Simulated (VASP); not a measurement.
Si, 1 atom in the cell. Symmetry: Fm-3m, No. 225, cubic system. Conventional cell: a = 3.669 Å, b = 3.669 Å, c = 3.669 Å, α = 90.00°, β = 90.00°, γ = 90.00°. Within 3.4 Å of Si (site symmetry m-3m) lie 12 Si at 2.59 Å. This isn't the form of Si at room conditions, which is diamond. This cell differs from its parent crystal: strain -0.040 along x and y, -0.040 along z.

| Quantity | Value |
| --- | --- |
| Program | VASP 6.6.1 |
| Task | single point |
| Functional | PBEsol |
| Potentials or basis | VASP PAW PBE potentials, release 64 (Si) |
| Cutoff | 520 eV |
| k mesh | 22 × 22 × 22 |
| Occupations | gaussian, width 0.15 eV |
| Spin | no spin polarisation |
| Dipole correction | no |
| Further INCAR settings | ALGO = Normal; EDIFF = 1e-07; NBANDS = 8 |

Potentials or basis: VASP PAW PBE potentials, release 64 (Si).

Command:

```sh
$ cat potpaw_PBE.64/Si/POTCAR > POTCAR
$ mpirun -np 1 vasp_std > vasp.out
```

Hardware: 1 thread of Intel Xeon 8259CL (shared host).

Q: Estimate the wall time of this run.

A: Run time: 37 s on 1 thread of Intel Xeon 8259CL, on a shared host, peak memory 0.14 GiB. Counts: scf iterations 11, k points 328.
